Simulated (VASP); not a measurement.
# Ca (Fm-3m) in VASP: a series of runs

The runs below take Ca through single point, relaxation of cell and atoms, with PBEsol.

Program: VASP 6.6.1. These are calculated values, not measurements. Logs are shortened: lines on timing, memory, paths and dates and some standing lists are left out, and cuts for length are marked.

### 1 The cell of the first run

It takes space group Fm-3m (No. 225, cubic). The conventional cell has a = 5.461 Å, b = 5.461 Å, c = 5.461 Å, α = 90.00°, β = 90.00°, γ = 90.00°. Ca (site symmetry m-3m) has 12 Ca at 3.86 Å within 5.1 Å.

### 2 Single point, PBEsol

File INCAR:

```
SYSTEM = Ca
PREC     = Accurate       ! precision mode
ENCUT    = 500            ! plane-wave cutoff, eV
EDIFF    = 1E-6           ! SCF threshold, eV
ISMEAR   = 0              ! smearing method
SIGMA    = 0.1            ! smearing width, eV
LREAL    = .False.        ! projectors in reciprocal space
LASPH    = .True.         ! aspherical terms in the spheres
NELM     = 120            ! most SCF steps
ALGO     = Normal         ! electronic algorithm
ISIF     = 2              ! what is computed and relaxed
LWAVE    = .False.        ! write WAVECAR
LCHARG   = .True.         ! write CHGCAR
GGA      = PS             ! functional
LELF     = .True.         ! ELF
LVHAR    = .True.       
NBANDS   = 11             ! bands
GGA_COMPAT= .False.
```

File KPOINTS:

```
Automatic mesh
0
Gamma
  7 7 7
  0 0 0
```

File POSCAR:

```
Ca
1.0
    0.0000000000      2.7307273757      2.7307273757
    2.7307273757      0.0000000000      2.7307273757
    2.7307273757      2.7307273757      0.0000000000
Ca
1
Direct
    0.0000000000      0.0000000000      0.0000000000
```

Potentials or basis: VASP PAW PBE potentials, release 64 (Ca_sv).

Command:

```console
> cat potpaw_PBE.64/Ca_sv/POTCAR > POTCAR
> mpirun -np 1 vasp_std > vasp.out
```

OUTCAR:

```text
SYSTEM = Ca
   PREC = Accurate
   ENCUT = 500
   EDIFF = 1E-6
   ISMEAR = 0
   LREAL = .False.
   LASPH = .True.
   NELM = 120
   ISIF = 2
   GGA = PS

 ion  position               nearest neighbor table
   1  0.000  0.000  0.000-

  LATTYP: Found a face centered cubic cell.
 ALAT       =     5.4614547514

  Lattice vectors:

 A1 = (   0.0000000000,   2.7307273757,   2.7307273757)
 A2 = (   2.7307273757,   0.0000000000,   2.7307273757)
 A3 = (   2.7307273757,   2.7307273757,   0.0000000000)

Analysis of symmetry for initial positions (statically):
=====================================================================
 Subroutine PRICEL returns:
 Original cell was already a primitive cell.

 Routine SETGRP: Setting up the symmetry group for a
 face centered cubic supercell.

 Subroutine GETGRP returns: Found 48 space group operations
 (whereof 48 operations were pure point group operations)
 out of a pool of 48 trial point group operations.

The static configuration has the point symmetry O_h .

Analysis of symmetry for dynamics (positions and initial velocities):
=====================================================================
 Subroutine PRICEL returns:
 Original cell was already a primitive cell.

 Routine SETGRP: Setting up the symmetry group for a
 face centered cubic supercell.

 Subroutine GETGRP returns: Found 48 space group operations
 (whereof 48 operations were pure point group operations)
 out of a pool of 48 trial point group operations.

The dynamic configuration has the point symmetry O_h .

 Subroutine INISYM returns: Found 48 space group operations
 (whereof 48 operations are pure point group operations),
 and found     1 'primitive' translations

----------------------------------------------------------------------------------------

                                     Primitive cell

  volume of cell :      40.7254

  direct lattice vectors                    reciprocal lattice vectors
     0.000000000  2.730727376  2.730727376    -0.183101398  0.183101398  0.183101398
     2.730727376  0.000000000  2.730727376     0.183101398 -0.183101398  0.183101398
     2.730727376  2.730727376  0.000000000     0.183101398  0.183101398 -0.183101398

  length of vectors
     3.861831690  3.861831690  3.861831690     0.317140924  0.317140924  0.317140924

  position of ions in fractional coordinates (direct lattice)
     0.000000000  0.000000000  0.000000000

  ion indices of the primitive-cell ions
   primitive index   ion index
[... 67 lines left out ...]
   NELM   =    120;   NELMIN=  2; NELMDL= -5     # of ELM steps
   EDIFF  = 0.1E-05   stopping-criterion for ELM
   LREAL  =      F    real-space projection
[... 7 lines left out ...]
   TEBEG  =    0.0;   TEEND  =   0.0 temperature during run
   PSTRESS=    0.0 pullay stress
   NELECT =      10.0000    total number of electrons
   NUPDOWN=      -1.0000    fix difference up-down
   EMIN   =  10.00;   EMAX   =-10.00  energy-range for DOS
   EFERMI =   0.00;   METHOD = LEGACY
   ISMEAR =     0;   SIGMA  =   0.10  broadening in eV -4-tet -1-fermi 0-gaus
   EFERMI_NEDOS =   21; number of points for ismear=-14 and -15
   IALGO  =     38    algorithm
   IMIX   =      4    mixing-type and parameters
     AMIX     =   0.40;   BMIX     =  1.00
     AMIX_MAG =   1.60;   BMIX_MAG =  1.00
  volume/ion in A,a.u.               =      40.73       274.83
  Fermi-wavevector in a.u.,A,eV,Ry     =   1.025148  1.937248 14.298744  1.050928
  Thomas-Fermi vector in A             =   2.158973
   LORBIT       =      0    0 simple, 1 ext, 2 COOP (PROOUT), +10 PAW based schemes
   GGA     = PS    functional components
   LHFCALC =     F    Hartree Fock is set to
   AEXX    =    0.0000 exact exchange contribution
   IVDW    =     0    specifies the selected vdW correction
   LEPSILON=     F    determine dielectric tensor
   LRPA    =     F    only Hartree local field effects (RPA)
 non-spin polarized calculation
 Gauss-broadening in eV      SIGMA  =   0.10
  energy-cutoff  :      500.00
  volume of cell :       40.73
 maximum number of plane-waves:      1045
   NGX = 15   NGY = 15   NGZ = 15

 number of electron      10.0000000 magnetization

 number of electron       9.9999997 magnetization

 Free energy of the ion-electron system (eV)
  ---------------------------------------------------
  ext. energy  EPLUGINS =         0.00000000
  ---------------------------------------------------
  free energy    TOTEN  =        -2.14124151 eV

  energy without entropy =       -2.13448729  energy(sigma->0) =       -2.13786440

 E-fermi :   2.0510     XC(G=0):  -7.9256

 val. band max:        1.9971813906   @ k =  -0.4286   0.1429   0.0000
 cond. band min:       2.1140274660   @ k =  -0.2857   0.4286   0.1429
 fundamental gap:      0.1168460753
 Fermi energy:         2.0509864211

 k-point     1 :       0.0000    0.0000    0.0000
  band No.  band energies     occupation
      1     -39.7434      2.00000
      2     -20.7294      2.00000
      3     -20.7294      2.00000
      4     -20.7294      2.00000
      5      -2.0674      2.00000
      6       4.3958      0.00000
      7       4.3958      0.00000
      8       4.3958      0.00000
      9       5.5192      0.00000
     10       5.5192      0.00000
     11      11.3133      0.00000
[... 253 lines left out ...]
 k-point    20 :      -0.2857    0.4286    0.1429
  band No.  band energies     occupation
      1     -39.7219      2.00000
      2     -20.8405      2.00000
      3     -20.8308      2.00000
      4     -20.7813      2.00000
      5       2.1140      0.37264
      6       2.5827      0.00000
      7       2.7988      0.00000
      8       4.8752      0.00000
      9       6.2241      0.00000
     10       6.8390      0.00000
     11       7.5002      0.00000

------------------------ aborting loop because EDIFF is reached ----------------------------------------

  FORCE on cell =-STRESS in cart. coord.  units (eV):
  Direction    XX          YY          ZZ          XY          YZ          ZX
  --------------------------------------------------------------------------------------
  -------------------------------------------------------------------------------------
  Total       -0.0013868     -0.0013868     -0.0013868     -0.0000000      0.0000000      0.0000000
  in kB       -0.0545596     -0.0545596     -0.0545596     -0.0000000      0.0000000      0.0000000
  external PRESSURE =      -0.0545596 kB  Pullay stress =       0.0000000 kB

 VOLUME and BASIS-vectors are now :
 -----------------------------------------------------------------------------
  energy-cutoff  :      500.00
  volume of cell :       40.73
      direct lattice vectors                 reciprocal lattice vectors
     0.000000000  2.730727376  2.730727376    -0.183101398  0.183101398  0.183101398
     2.730727376  0.000000000  2.730727376     0.183101398 -0.183101398  0.183101398
     2.730727376  2.730727376  0.000000000     0.183101398  0.183101398 -0.183101398

 POSITION                                       TOTAL-FORCE (eV/Angst)
 -----------------------------------------------------------------------------------
      0.00000      0.00000      0.00000         0.000000      0.000000      0.000000
 -----------------------------------------------------------------------------------
    total drift:                               -0.000000      0.000000     -0.000000

  FREE ENERGIE OF THE ION-ELECTRON SYSTEM (eV)
  ---------------------------------------------------
  free  energy   TOTEN  =        -2.1412415138 eV

  energy  without entropy=       -2.1344872919  energy(sigma->0) =       -2.13786440
```

OSZICAR:

```text
N       E                     dE             d eps       ncg     rms          rms(c)
DAV:   1     0.668968464425E+02    0.66897E+02   -0.48893E+03   440   0.798E+02
DAV:   2    -0.529494923833E+00   -0.67426E+02   -0.66669E+02   488   0.210E+02
DAV:   3    -0.204162026455E+01   -0.15121E+01   -0.14940E+01   615   0.315E+01
DAV:   4    -0.215085178018E+01   -0.10923E+00   -0.10867E+00   615   0.644E+00
DAV:   5    -0.215198827607E+01   -0.11365E-02   -0.11365E-02   567   0.680E-01    0.226E+00
DAV:   6    -0.214500339525E+01    0.69849E-02   -0.75622E-03   543   0.101E+00    0.135E+00
DAV:   7    -0.214136442106E+01    0.36390E-02   -0.13377E-02   452   0.140E+00    0.872E-02
DAV:   8    -0.214123622011E+01    0.12820E-03   -0.99137E-04   534   0.270E-01    0.198E-02
DAV:   9    -0.214124158970E+01   -0.53696E-05   -0.64033E-05   570   0.709E-02    0.646E-03
DAV:  10    -0.214124151383E+01    0.75872E-07   -0.66228E-06   656   0.214E-02
   1 F= -.21412415E+01 E0= -.21378644E+01  d E =-.675422E-02
```

stdout:

```text
POSCAR found type information on POSCAR Ca
 POSCAR found :  1 types and       1 ions
 scaLAPACK will be used
 -----------------------------------------------------------------------------
|                                                                             |
|                                                                             |
|     You enforced a specific xc type in the INCAR file but a different       |
|     I HOPE YOU KNOW WHAT YOU ARE DOING!                                     |
|                                                                             |
 -----------------------------------------------------------------------------

 LDA part: xc-table for (Slater+PW92), standard interpolation
 POSCAR, INCAR and KPOINTS ok, starting setup
 FFT: planning ... GRIDC
 FFT: planning ... GRID_SOFT
 FFT: planning ... GRID
 WAVECAR not read
 entering main loop
```

Wall time 8.1 s (1 thread of AMD EPYC 7R43 (Zen 3), shared host); peak memory 0.11 GiB.

Results:

```
Free energy            : -2.1412 eV
Pressure               : 0.0 GPa
Band gap on the k mesh : zero (bands 5 and 6 overlap by 0.12 eV)
```

Caveat: the PAW data sets were made with another functional, which shifts forces and pressure a little.

### 3 Relaxation of cell and atoms, PBEsol

This run uses another cell than the first one, of 43.63 Å³/atom.

File INCAR:

```
SYSTEM = Ca
ALGO = Normal
EDIFF = 1E-7
EDIFFG = -0.01
ENCUT = 500
GGA = PS
GGA_COMPAT = .False.
IBRION = 2
ISIF = 3
ISMEAR = 0
LASPH = .True.
LCHARG = .False.
LREAL = .False.
LWAVE = .False.
NELM = 120
NELMIN = 4
NSW = 60
PREC = Accurate
SIGMA = 0.1
```

File KPOINTS:

```
k-points
0
Gamma
  7 7 7
  0 0 0
```

File POSCAR:

```
Ca
1.0
    0.0000000000      2.7942000000      2.7942000000
    2.7942000000      0.0000000000      2.7942000000
    2.7942000000      2.7942000000      0.0000000000
Ca
1
Direct
    0.0000000000      0.0000000000      0.0000000000
```

Potentials or basis: VASP PAW PBE potentials, release 64 (Ca_sv).

Command:

```console
> cat potpaw_PBE.64/Ca_sv/POTCAR > POTCAR
> mpirun -np 1 vasp_std > vasp.out
```

Wall time 23 s (1 thread of AMD EPYC 7R43 (Zen 3), shared host); peak memory 0.14 GiB.

Results (log left out):

```
Free energy                           : -2.1419 eV
Relaxed volume                        : 40.82 Å³/atom
Relaxed cell                          : a = 3.865 Å, b = 3.865 Å, c = 3.865 Å, α = 60.00°, β = 60.00°, γ = 60.00°
Space group after relaxing (to 0.1 Å) : Fm-3m (No. 225)
Energy gained by relaxing             : 10.5 meV/atom
Ionic steps                           : 3
Pressure after relaxing               : 0.0 GPa
Band gap on the k mesh                : zero (bands 5 and 6 overlap by 0.12 eV)
```

The path:
```tsv
step	energy change (eV)	largest force (eV/Å)	pressure (GPa)	volume (Å³)
1	0.0000	0.0000	-1.11	43.63
2	-0.0092	0.0000	-0.42	41.74
3	-0.0105	0.0000	-0.03	40.82
```

Final structure:
```yaml
crystal:
  lattice:
    - [0.00000, 2.73274, 2.73274]
    - [2.73274, 0.00000, 2.73274]
    - [2.73274, 2.73274, 0.00000]
  atoms:
    - { symbol: Ca, position: [0.00000, 0.00000, 0.00000] }
```

Levels at points of the mesh, in eV from the Fermi level:
```csv
k point,band 1,band 2,band 3,band 4,band 5,band 6,band 7,band 8,band 9
"(0.00, 0.00, 0.00)",-41.80,-22.79,-22.79,-22.79,-4.11,2.34,2.34,2.34,3.46
```

Caveat: the PAW data sets were made with another functional, which shifts forces and pressure a little.
